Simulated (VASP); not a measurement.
Crystal: CdS (Hawleyite).

```
CELL_PARAMETERS angstrom
0.00000 2.91650 2.91650
2.91650 0.00000 2.91650
2.91650 2.91650 0.00000
ATOMIC_POSITIONS crystal
Cd 0.00000 0.00000 0.00000
S 0.25000 0.25000 0.25000
```

Base run:

- Program: VASP 6.6.1
- Functional: PBEsol
- Dispersion: D3(BJ)
- Potentials or basis: VASP PAW PBE potentials, release 64 (Cd, S)
- Cutoff: 520 eV
- k mesh: 7 × 7 × 7
- Occupations: fermi-dirac, width 0.03 eV
- Spin: no spin polarisation

Its results: band gap on the k mesh 1.01 eV, direct; pressure -1.6 GPa.

**Question.** The run is repeated on the same cell with these changes: dispersion from D3(BJ) to none. What comes out?

**Answer.** Band gap on the k mesh 1.01 eV, direct; pressure 0.1 GPa.

Dispersion adds attraction, which lowers the pressure at fixed volume and, as a term added to the energy, leaves the levels alone.

Caveats: the PAW data sets were made with another functional, which shifts forces and pressure a little.

